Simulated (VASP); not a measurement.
Input of a VASP 6.6.1 run:

Contents of INCAR:

```
PREC = Accurate ; ENCUT = 500
EDIFF = 1E-6 ; ISMEAR = 0
SIGMA = 0.1 ; LREAL = False
LASPH = True ; NELM = 120
ALGO = Normal ; ISIF = 2
LWAVE = False ; LCHARG = False
NBANDS = 13 ; GGA_COMPAT = False
```

Contents of KPOINTS:

```
regular mesh
0
Gamma
  6 6 6
```

Contents of POSCAR:

```
Pb
1.0
    0.0000000000      2.4750200000      2.4750200000
    2.4750200000      0.0000000000      2.4750200000
    2.4750200000      2.4750200000      0.0000000000
Pb
1
Direct
    0.0000000000      0.0000000000      0.0000000000
```

Potentials or basis: VASP PAW LDA potentials, release 64 (Pb_d).

Command:

```sh
$ cat potpaw_LDA.64/Pb_d/POTCAR > POTCAR
$ mpirun -np 1 vasp_std > vasp.out
```

What does it give for the band gap on the k mesh?

Zero (band 7 reaches 14.36 eV, above the bottom of band 8 at 5.47 eV).

What does it give for the pressure?

-1.1 GPa.

Caveat: the k points lie up to 0.37 Å⁻¹ apart; spin-orbit coupling is left out, which moves the levels of the heavy elements.
